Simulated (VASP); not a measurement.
## Bi2Te3: single point with PBE

Bi2Te3:

```
Bi Te
1.0
     2.26461    1.33585    9.96409
    -2.15239    1.31377    9.94200
     0.03698   -2.50042    9.93392
Bi Te
2 3
Cartesian
  0.1212 0.1212 24.2301
  0.0600 0.0600 11.9957
  0.0912 0.0912 18.2322
  0.0298 0.0298 5.9680
  0.0000 0.0000 0.0000
```

This cell differs from its parent crystal: equal xy, yz and zx shear strains of +1 %.

```yaml
Program: VASP 6.6.1
Task: single point
Functional: PBE
Potentials_or_basis: VASP PAW PBE potentials, release 64 (Bi_d, Te)
Cutoff: 520 eV
k_mesh: 8 × 8 × 8
Occupations: fermi-dirac, width 0.08 eV
Spin: no spin polarisation
Dipole_correction: no
Further_INCAR_settings: ALGO = Normal; EDIFF = 1e-06; NBANDS = 32
```

```
Pressure               : 1.6 GPa
Largest force          : 1.206 eV/Å
Band gap on the k mesh : zero (bands 24 and 25 overlap by 0.22 eV)
```

Forces in eV/Å, atoms in the order of the input:
```
Bi   0.020  0.053 -0.864
Bi  -0.013 -0.016 -0.429
Te   0.004  0.019 -0.719
Te  -0.024 -0.065  0.807
Te   0.013  0.009  1.206
```

Stress tensor (GPa, compression positive):
```
 2.16  0.02 -0.17
 0.02  1.74 -0.38
-0.17 -0.38  1.03
```

Levels at points of the mesh, in eV from the Fermi level:
```tsv
k point	band 21	band 22	band 23	band 24	band 25	band 26	band 27	band 28
(0.00, 0.00, 0.00)	-2.07	-0.50	-0.48	-0.45	-0.09	0.25	0.30	2.04
(0.50, 0.00, 0.00)	-3.18	-2.18	-0.29	-0.23	-0.10	0.48	2.55	2.70
(0.00, 0.50, 0.00)	-3.26	-2.22	-0.40	-0.27	-0.18	0.42	2.49	2.68
(0.50, 0.50, 0.00)	-2.28	-1.83	-1.10	-0.55	0.29	1.10	1.74	2.44
(0.00, 0.00, 0.50)	-3.25	-2.23	-0.36	-0.24	-0.15	0.44	2.43	2.69
(0.50, 0.00, 0.50)	-2.31	-1.86	-1.13	-0.52	0.33	1.07	1.72	2.38
(0.00, 0.50, 0.50)	-2.29	-1.82	-1.04	-0.45	0.40	1.14	1.74	2.49
(0.50, 0.50, 0.50)	-1.83	-0.90	-0.74	-0.69	0.40	0.82	0.88	1.58
```

Wall time 16 min on 4 MPI ranks on Intel(R) Xeon(R) 6975P-C (Granite Rapids), with other jobs on the host, peak memory 1.8 GiB a rank.

Caveat: the cell differs from its parent crystal (equal xy, yz and zx shear strains of +1 %); spin-orbit coupling is left out, which moves the levels of the heavy elements; forces of over 1 eV/Å act on the atoms, so gaps and moduli don't describe the material at rest.
